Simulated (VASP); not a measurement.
# LiCl (P6_3mc) in VASP: further runs

The runs below take LiCl through single point, with PBE, r2SCAN.

All numbers are computed with VASP 6.6.1; they aren't measurements. Logs are shortened: lines on timing, memory, paths and dates and some standing lists are left out, and cuts for length are marked.

**1. The cell of the first run**

Symmetry: P6_3mc, No. 186, hexagonal system. The conventional cell has a = 3.894 Å, b = 3.894 Å, c = 6.226 Å, α = 90.00°, β = 90.00°, γ = 120.00°. Li (site symmetry 3m) has 4 Cl at 2.37 Å within 3.1 Å. Cl (site symmetry 3m) has 4 Li at 2.37 Å within 3.1 Å.

**2. Single point, PBE**

Input file INCAR:

```
SYSTEM = LiCl
ALGO = Normal
EDIFF = 1E-7
ENCUT = 520
GGA = PE
ISIF = 2
ISMEAR = 0
LASPH = .TRUE.
LCHARG = .FALSE.
LREAL = .FALSE.
LWAVE = .FALSE.
NBANDS = 18
NELM = 60
PREC = Accurate
SIGMA = 0.01
```

Input file KPOINTS:

```
k-points
0
G
  6 6 4
  0 0 0
```

Input file POSCAR:

```
LiCl
1.0
    3.8937403989      0.0000000000      0.0000000000
   -1.9468701994      3.3720781012      0.0000000000
    0.0000000000      0.0000000000      6.2258774586
Li Cl
2 2
Direct
    0.6666666667      0.3333333333      0.8780761500
    0.3333333333      0.6666666667      0.3780761500
    0.6666666667      0.3333333333      0.4969248500
    0.3333333333      0.6666666667      0.9969248500
```

Potentials or basis: VASP PAW PBE potentials, release 64 (Li_sv, Cl).

Command:

```bash
$ cat potpaw_PBE.64/Li_sv/POTCAR potpaw_PBE.64/Cl/POTCAR > POTCAR
$ mpirun -np 1 vasp_std > vasp.out
```

OUTCAR:

```text
SYSTEM = LiCl
   EDIFF = 1E-7
   ENCUT = 520
   GGA = PE
   ISIF = 2
   ISMEAR = 0
   LASPH = .TRUE.
   LREAL = .FALSE.
   NELM = 60
   PREC = Accurate

 ion  position               nearest neighbor table
   1  0.667  0.333  0.878-   4 2.37   4 2.37   4 2.37   3 2.37
   2  0.333  0.667  0.378-   3 2.37   3 2.37   3 2.37   4 2.37
   3  0.667  0.333  0.497-   2 2.37   2 2.37   2 2.37   1 2.37
   4  0.333  0.667  0.997-   1 2.37   1 2.37   1 2.37   2 2.37

  LATTYP: Found a hexagonal cell.
 ALAT       =     3.8937403989
 C/A-ratio  =     1.5989451840

  Lattice vectors:

 A1 = (   3.8937403989,   0.0000000000,   0.0000000000)
 A2 = (  -1.9468701994,   3.3720781012,   0.0000000000)
 A3 = (   0.0000000000,   0.0000000000,   6.2258774586)

Analysis of symmetry for initial positions (statically):
=====================================================================
 Subroutine PRICEL returns:
 Original cell was already a primitive cell.

 Routine SETGRP: Setting up the symmetry group for a
 hexagonal supercell.

 Subroutine GETGRP returns: Found 12 space group operations
 (whereof  6 operations were pure point group operations)
 out of a pool of 24 trial point group operations.

The static configuration has the point symmetry C_3v.
 The point group associated with its full space group is C_6v.

Analysis of symmetry for dynamics (positions and initial velocities):
=====================================================================
 Subroutine PRICEL returns:
 Original cell was already a primitive cell.

 Routine SETGRP: Setting up the symmetry group for a
 hexagonal supercell.

 Subroutine GETGRP returns: Found 12 space group operations
 (whereof  6 operations were pure point group operations)
 out of a pool of 24 trial point group operations.

The dynamic configuration has the point symmetry C_3v.
 The point group associated with its full space group is C_6v.

 Subroutine INISYM returns: Found 12 space group operations
 (whereof  6 operations are pure point group operations),
 and found     1 'primitive' translations

----------------------------------------------------------------------------------------

                                     Primitive cell

  volume of cell :      81.7458

  direct lattice vectors                    reciprocal lattice vectors
     3.893740399  0.000000000  0.000000000     0.256822463  0.148276518  0.000000000
    -1.946870199  3.372078101  0.000000000     0.000000000  0.296553036  0.000000000
     0.000000000  0.000000000  6.225877459     0.000000000  0.000000000  0.160619930

  length of vectors
     3.893740399  3.893740399  6.225877459     0.296553036  0.296553036  0.160619930

  position of ions in fractional coordinates (direct lattice)
     0.666666667  0.333333333  0.878076150
     0.333333333  0.666666667  0.378076150
     0.666666667  0.333333333  0.496924850
     0.333333333  0.666666667  0.996924850

  ion indices of the primitive-cell ions
   primitive index   ion index
                 1           1
                 2           2
                 3           3
                 4           4

----------------------------------------------------------------------------------------

 KPOINTS: k-points

Automatic generation of k-mesh.
 Grid dimensions read from file:
 generate k-points for:    6    6    4

 Generating k-lattice:

  Cartesian coordinates                     Fractional coordinates (reciprocal lattice)
     0.042803744  0.024712753  0.000000000     0.166666667  0.000000000  0.000000000
     0.000000000  0.049425506  0.000000000     0.000000000  0.166666667  0.000000000
     0.000000000  0.000000000  0.040154982     0.000000000  0.000000000  0.250000000

  Length of vectors
     0.049425506  0.049425506  0.040154982

  Shift w.r.t. Gamma in fractional coordinates (k-lattice)
     0.000000000  0.000000000  0.000000000

 Subroutine IBZKPT returns following result:
 ===========================================

 Found     21 irreducible k-points:

 Following reciprocal coordinates:
            Coordinates               Weight
  0.000000  0.000000  0.000000      1.000000
  0.166667  0.000000  0.000000      6.000000
  0.333333  0.000000  0.000000      6.000000
  0.500000  0.000000  0.000000      3.000000
  0.166667  0.166667  0.000000      6.000000
  0.333333  0.166667  0.000000     12.000000
[... 13 lines left out ...]
  0.333333  0.166667  0.500000     12.000000
  0.333333  0.333333  0.500000      2.000000
   k-points           NKPTS =     21   k-points in BZ     NKDIM =     21   number of bands    NBANDS=     18
   number of dos      NEDOS =    301   number of ions     NIONS =      4
   total plane-waves  NPLWV =  43200
   dimension x,y,z NGX =    30 NGY =   30 NGZ =   48
   dimension x,y,z NGXF=    60 NGYF=   60 NGZF=   96
   ions per type =               2   2
   NGX,Y,Z   is equivalent  to a cutoff of  12.81, 12.81, 12.82 a.u.
   NGXF,Y,Z  is equivalent  to a cutoff of  25.62, 25.62, 25.63 a.u.
 SYSTEM =  LiCl
   PREC   = accura    normal or accurate (medium, high low for compatibility)
   ISTART =      0    job   : 0-new  1-cont  2-samecut
   ICHARG =      2    charge: 1-file 2-atom 10-const
   ISPIN  =      1    spin polarized calculation?
   LNONCOLLINEAR =      F non collinear calculations
   LSORBIT =      F    spin-orbit coupling
   LASPH  =      T    aspherical Exc in radial PAW
   ENCUT  =  520.0 eV  38.22 Ry    6.18 a.u.   7.24  7.24 11.58*2*pi/ulx,y,z
   NELM   =     60;   NELMIN=  2; NELMDL= -5     # of ELM steps
   EDIFF  = 0.1E-06   stopping-criterion for ELM
   LREAL  =      F    real-space projection
   EDIFFG = 0.1E-05   stopping-criterion for IOM
   NSW    =      0    number of steps for IOM
   IBRION =     -1    ionic relax: 0-MD 1-quasi-New 2-CG
   NFREE  =      0    steps in history (QN), initial steepest desc. (CG)
   ISIF   =      2    stress and relaxation
   ISYM   =      2    0-nonsym 1-usesym 2-fastsym
   POTIM  = 0.5000    time-step for ionic-motion
   TEBEG  =    0.0;   TEEND  =   0.0 temperature during run
   PSTRESS=    0.0 pullay stress
   NELECT =      20.0000    total number of electrons
   NUPDOWN=      -1.0000    fix difference up-down
   EMIN   =  10.00;   EMAX   =-10.00  energy-range for DOS
   EFERMI =   0.00;   METHOD = LEGACY
   ISMEAR =     0;   SIGMA  =   0.01  broadening in eV -4-tet -1-fermi 0-gaus
   EFERMI_NEDOS =   21; number of points for ismear=-14 and -15
   IALGO  =     38    algorithm
   IMIX   =      4    mixing-type and parameters
     AMIX     =   0.40;   BMIX     =  1.00
     AMIX_MAG =   1.60;   BMIX_MAG =  1.00
  volume/ion in A,a.u.               =      20.44       137.91
  Fermi-wavevector in a.u.,A,eV,Ry     =   1.023913  1.934915 14.264321  1.048398
  Thomas-Fermi vector in A             =   2.157672
   LORBIT       =      0    0 simple, 1 ext, 2 COOP (PROOUT), +10 PAW based schemes
   GGA     = PE    functional components
   LHFCALC =     F    Hartree Fock is set to
   AEXX    =    0.0000 exact exchange contribution
   IVDW    =     0    specifies the selected vdW correction
   LEPSILON=     F    determine dielectric tensor
   LRPA    =     F    only Hartree local field effects (RPA)
 non-spin polarized calculation
 Gauss-broadening in eV      SIGMA  =   0.01
  energy-cutoff  :      520.00
  volume of cell :       81.75
 maximum number of plane-waves:      2244
 NGX is ok and might be reduce to    30
   NGX = 15   NGY = 15   NGZ = 23

 number of electron      19.9999998 magnetization

 Free energy of the ion-electron system (eV)
  ---------------------------------------------------
  ext. energy  EPLUGINS =         0.00000000
  ---------------------------------------------------
  free energy    TOTEN  =       -14.86780092 eV

  energy without entropy =      -14.86780092  energy(sigma->0) =      -14.86780092

 E-fermi :  -0.9774     XC(G=0):  -7.7196

 val. band max:       -1.0933322809   @ k =   0.0000   0.0000   0.0000
 cond. band min:       4.9335779503   @ k =   0.0000   0.0000   0.0000
 fundamental gap:      6.0269102312
 Fermi energy:        -0.9773627735

 k-point     1 :       0.0000    0.0000    0.0000
  band No.  band energies     occupation
      1     -43.9911      2.00000
      2     -43.9895      2.00000
      3     -13.8891      2.00000
      4     -13.5659      2.00000
      5      -3.2056      2.00000
      6      -1.5103      2.00000
[... 10 lines left out ...]
     17       9.8266      0.00000
     18       9.9724      0.00000

 k-point     2 :       0.1667    0.0000    0.0000
  band No.  band energies     occupation
      1     -43.9908      2.00000
      2     -43.9893      2.00000
      3     -13.8282      2.00000
      4     -13.5410      2.00000
      5      -3.0618      2.00000
      6      -1.9004      2.00000
[... 10 lines left out ...]
     17      10.0576      0.00000
     18      10.3654      0.00000

 k-point     3 :       0.3333    0.0000    0.0000
  band No.  band energies     occupation
      1     -43.9900      2.00000
      2     -43.9891      2.00000
      3     -13.6901      2.00000
      4     -13.5020      2.00000
      5      -2.8098      2.00000
      6      -2.5038      2.00000
[... 10 lines left out ...]
     17      10.5426      0.00000
     18      11.4382      0.00000

 k-point     4 :       0.5000    0.0000    0.0000
  band No.  band energies     occupation
      1     -43.9896      2.00000
      2     -43.9891      2.00000
      3     -13.6004      2.00000
      4     -13.5001      2.00000
      5      -3.0341      2.00000
      6      -2.5190      2.00000
[... 312 lines left out ...]
      4     -13.6217      2.00000
      5      -2.5615      2.00000
      6      -2.5615      2.00000
[... 10 lines left out ...]
     17      10.3479      0.00000
     18      10.3479      0.00000

 k-point    20 :       0.3333    0.1667    0.5000
  band No.  band energies     occupation
      1     -43.9893      2.00000
      2     -43.9893      2.00000
      3     -13.5512      2.00000
      4     -13.5512      2.00000
      5      -2.8396      2.00000
      6      -2.8396      2.00000
[... 10 lines left out ...]
     17      11.0695      0.00000
     18      11.0695      0.00000

 k-point    21 :       0.3333    0.3333    0.5000
  band No.  band energies     occupation
      1     -43.9893      2.00000
      2     -43.9893      2.00000
      3     -13.5272      2.00000
      4     -13.5272      2.00000
      5      -2.6415      2.00000
      6      -2.6415      2.00000
[... 10 lines left out ...]
     17      11.3179      0.00000
     18      11.3179      0.00000

------------------------ aborting loop because EDIFF is reached ----------------------------------------

  FORCE on cell =-STRESS in cart. coord.  units (eV):
  Direction    XX          YY          ZZ          XY          YZ          ZX
  --------------------------------------------------------------------------------------
  -------------------------------------------------------------------------------------
  Total        0.3062754      0.3062754      0.3060422      0.0000000      0.0000000      0.0000000
  in kB        6.0028510      6.0028510      5.9982791      0.0000000      0.0000000      0.0000000
  external PRESSURE =       6.0013271 kB  Pullay stress =       0.0000000 kB

 VOLUME and BASIS-vectors are now :
 -----------------------------------------------------------------------------
  energy-cutoff  :      520.00
  volume of cell :       81.75
      direct lattice vectors                 reciprocal lattice vectors
     3.893740399  0.000000000  0.000000000     0.256822463  0.148276518  0.000000000
    -1.946870199  3.372078101  0.000000000     0.000000000  0.296553036  0.000000000
     0.000000000  0.000000000  6.225877459     0.000000000  0.000000000  0.160619930

 POSITION                                       TOTAL-FORCE (eV/Angst)
 -----------------------------------------------------------------------------------
      1.94687      1.12403      5.46679        -0.000000      0.000000      0.001087
     -0.00000      2.24805      2.35386         0.000000     -0.000000      0.001087
      1.94687      1.12403      3.09379         0.000000     -0.000000     -0.001087
     -0.00000      2.24805      6.20673        -0.000000      0.000000     -0.001087
 -----------------------------------------------------------------------------------
    total drift:                               -0.000000     -0.000000      0.000251

  FREE ENERGIE OF THE ION-ELECTRON SYSTEM (eV)
  ---------------------------------------------------
  free  energy   TOTEN  =       -14.8678009202 eV

  energy  without entropy=      -14.8678009202  energy(sigma->0) =      -14.86780092
```

Wall time 26 s (1 thread of Intel Xeon Platinum 8488C (Sapphire Rapids), shared host); peak memory 0.19 GiB.

Results:

```
Free energy            : -14.8678 eV
Band gap on the k mesh : 6.03 eV, direct
```

Levels at points of the mesh, in eV from the valence-band top:
```csv
k point,band 6,band 7,band 8,band 9,band 10,band 11,band 12,band 13,band 14,band 15
"(0.00, 0.00, 0.00)",-0.42,-0.42,-0.08,-0.08,0.00,6.03,8.25,9.97,9.97,10.49
"(0.50, 0.00, 0.00)",-1.43,-1.19,-0.95,-0.61,-0.36,7.86,7.99,9.16,10.32,10.63
"(0.00, 0.00, 0.50)",-1.17,-0.25,-0.25,-0.25,-0.25,7.34,7.34,10.18,10.18,10.18
"(0.50, 0.00, 0.50)",-1.89,-0.67,-0.67,-0.60,-0.60,7.40,7.40,9.94,9.94,11.75
```

Caveat: the cutoff is under 1.25 times the usual one of these potentials, so pressure, stress and relaxed cells hold a basis-set (Pulay) error. As with any semilocal functional, this PBE gap is likely too small.

[end of part 1 of 3]
